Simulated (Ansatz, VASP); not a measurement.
CdS in VASP and in Ansatz

INCAR

```
SYSTEM = CdS
PREC = Accurate ; ENCUT = 520
EDIFF = 1E-7 ; ISMEAR = -1
SIGMA = 0.03 ; LREAL = .False.
LASPH = .True. ; NELM = 60
ALGO = Normal ; ISIF = 2
LWAVE = .False. ; LCHARG = .False.
GGA = PS ; NBANDS = 16
```

The input KPOINTS:

```
regular mesh
0
Gamma
  7 7 7
  0 0 0
```

File POSCAR:

```
CdS
1.0
    0.0000000000      2.9165000000      2.9165000000
    2.9165000000      0.0000000000      2.9165000000
    2.9165000000      2.9165000000      0.0000000000
Cd S
1 1
Direct
   -0.1575000000      0.0525000000      0.0525000000
    0.4075000000      0.1975000000      0.1975000000
```

Input for Ansatz:

```yaml
crystal:
  lattice:
    - [0.0, 2.9165, 2.9165]
    - [2.9165, 0.0, 2.9165]
    - [2.9165, 2.9165, 0.0]
  atoms:
    - { symbol: Cd, position: [-0.1575, 0.0525, 0.0525] }
    - { symbol: S, position: [0.4075, 0.1975, 0.1975] }
kpoints:
  mp_grid: { grid: [7, 7, 7] }
scf:
  occupations: { method: fermi_dirac, width: 0.03 }
hamiltonian:
  xc: pbesol
  pseudopotentials: { kind: all_electron, lapw: { basis_error: 0.001 } }
output:
  forces: true
  stress: true
  eigenvalues: true
  populations: true
```

Change from the starting cell: shortest bond scaled by 0.58, LAPW.

Alike in both runs: task single point; functional PBEsol; k mesh 7 × 7 × 7; occupations fermi-dirac, width 0.03 eV; no spin polarisation.

|  | VASP | Ansatz |
| --- | --- | --- |
| version | VASP 6.6.1 | Ansatz 0.2.0 |
| potentials or method | VASP PAW PBE potentials, release 64 (Cd, S), cutoff 520 eV | all-electron LAPW, scalar-relativistic |

|  | VASP | Ansatz | Ansatz less VASP |
| --- | --- | --- | --- |
| gap on the k mesh at the Fermi level (eV) | 1.38 | 1.20 | -0.175 |
| pressure (GPa) | 111.7 | 107.1 | -4.62 |
| traceless stress, the component that is largest in VASP (GPa) | -114.38 | -110.12 | +4.256 |
| rms of the force components (eV/Å) | 42.293 | 40.784 | -1.5093 |

VASP's potentials were made for PBE, not for PBEsol. Atom by atom the forces differ by 1.509 eV/Å (rms over components). Both programs put the cell under a high pressure, so it lies far from rest at this level. Ansatz ran all-electron here, and VASP with PAW potentials.

Noted on VASP's run: the cell as given lies far from equilibrium.
